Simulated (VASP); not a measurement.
Cu12O, 13 atoms in the cell. The cell holds a slab with vacuum, 13 atoms: a = 5.133 Å, b = 5.133 Å, c = 19.624 Å, α = 90.00°, β = 90.00°, γ = 120.00°. 

| Quantity | Value |
| --- | --- |
| Program | VASP 6.6.1 |
| Task | single point |
| Functional | PBE |
| Potentials or basis | VASP PAW PBE potentials, release 64 (Cu, O) |
| Cutoff | 520 eV |
| k mesh | 6 × 6 × 1 |
| Occupations | gaussian, width 0.1 eV |
| Spin | no spin polarisation |
| Dipole correction | yes |
| Further INCAR settings | ALGO = Normal; EDIFF = 1e-06; NBANDS = 81 |

Potentials or basis: VASP PAW PBE potentials, release 64 (Cu, O).

Run with:

```bash
$ cat potpaw_PBE.64/Cu/POTCAR potpaw_PBE.64/O/POTCAR > POTCAR
$ mpirun -np 1 vasp_std > vasp.out
```

Hardware: 1 thread of Intel(R) Xeon(R) Platinum 8488C (Sapphire Rapids), with other jobs on the host.

Problem. Estimate the wall time of this run.

Solution. It took 18 min on 1 thread of Intel(R) Xeon(R) Platinum 8488C (Sapphire Rapids), with other jobs on the host, peak memory 0.74 GiB. Counts: scf iterations 33, k points 13.
